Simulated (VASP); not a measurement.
Wanted: the native input for a VASP 6.6.1 run.

```yaml
Task: single point
Functional: r2SCAN
Potentials_or_basis: VASP PAW PBE potentials, release 64 (Cd, Se)
Cutoff: 520 eV
k_mesh: 3 × 3 × 2
Occupations: fermi-dirac, width 0.02 eV
Spin: no spin polarisation
Dipole_correction: no
Further_INCAR_settings: LREAL = Auto; ALGO = Normal; EDIFF = 1e-06; NBANDS = 86
```

The system is CdSe.

```
Cd Se
1.0
     8.03870    0.00000    0.00000
    -4.01935    6.96172    0.00000
     0.00000    0.00000    6.65873
Cd Se
8 8
Direct
  0.99944 0.00125 0.99475
  0.99866 0.00008 0.49986
  0.00380 0.50114 0.00043
  0.99595 0.49879 0.49903
  0.50346 0.00272 0.00121
  0.50042 0.00327 0.49785
  0.50053 0.49881 0.00211
  0.50434 0.50126 0.50121
  0.16357 0.33496 0.25131
  0.33130 0.16137 0.74930
  0.16488 0.83389 0.24882
  0.33519 0.66587 0.75216
  0.66760 0.32974 0.25053
  0.83155 0.16617 0.75152
  0.66382 0.83202 0.25347
  0.83268 0.66555 0.74796
```

One way to write it, as run:

POSCAR

```
CdSe
1.0
    8.0387008871      0.0000000000      0.0000000000
   -4.0193504435      6.9617191816      0.0000000000
    0.0000000000      0.0000000000      6.6587297887
Cd Se
8 8
Direct
   -0.0005578043      0.0012469621     -0.0052464961
   -0.0013360885      0.0000800090      0.4998626023
    0.0037973887      0.5011377088      0.0004257569
   -0.0040513400      0.4987948967      0.4990274580
    0.5034588402      0.0027243271      0.0012122432
    0.5004237411      0.0032726112      0.4978496057
    0.5005304837      0.4988104101      0.0021122647
    0.5043416866      0.5012563577      0.5012115082
    0.1635747328      0.3349561996      0.2513090414
    0.3312975376      0.1613737887      0.7492956102
    0.1648809298      0.8338878442      0.2488150222
    0.3351907984      0.6658721616      0.7521604208
    0.6675960432      0.3297370865      0.2505258590
    0.8315521594      0.1661728906      0.7515169047
    0.6638249137      0.8320204893      0.2534651583
    0.8326781025      0.6655548549      0.7479582680
```

INCAR.step1

```
SYSTEM = CdSe
PREC = Accurate
ENCUT = 520
ISMEAR = -1
SIGMA = 0.02
LREAL = Auto
LASPH = .TRUE.
NELM = 60
NBANDS = 86
GGA = PE
ALGO = Normal
EDIFF = 1E-4
LWAVE = .TRUE.
LCHARG = .FALSE.
```

INCAR.step2

```
SYSTEM = CdSe
PREC = Accurate
ENCUT = 520
EDIFF = 1E-6
ISMEAR = -1
SIGMA = 0.02
LREAL = Auto
LASPH = .TRUE.
NELM = 60
ALGO = Normal
ISIF = 2
LWAVE = .FALSE.
LCHARG = .FALSE.
METAGGA = R2SCAN
LMIXTAU = .TRUE.
NBANDS = 86
ISTART = 1
```

KPOINTS

```
regular mesh
0
G
  3 3 2
  0 0 0
```

Potentials or basis: VASP PAW PBE potentials, release 64 (Cd, Se).

Launch:

```bash
$ cat potpaw_PBE.64/Cd/POTCAR potpaw_PBE.64/Se/POTCAR > POTCAR
$ cp INCAR.step1 INCAR
$ mpirun -np 1 vasp_std > vasp.out
$ cp INCAR.step2 INCAR
$ mpirun -np 1 vasp_std > vasp.out
```

It gave:

The pressure is 0.4 GPa and the largest force is 0.221 eV/Å. The band gap on the k mesh is 0.51 eV.

Caveat: the k points lie up to 0.47 Å⁻¹ apart; the PAW data sets were made with another functional, which shifts forces and pressure a little.

Run time: 9.7 min on 1 thread of Intel(R) Xeon(R) 6975P-C (Granite Rapids), with other jobs on the host, peak memory 0.55 GiB.
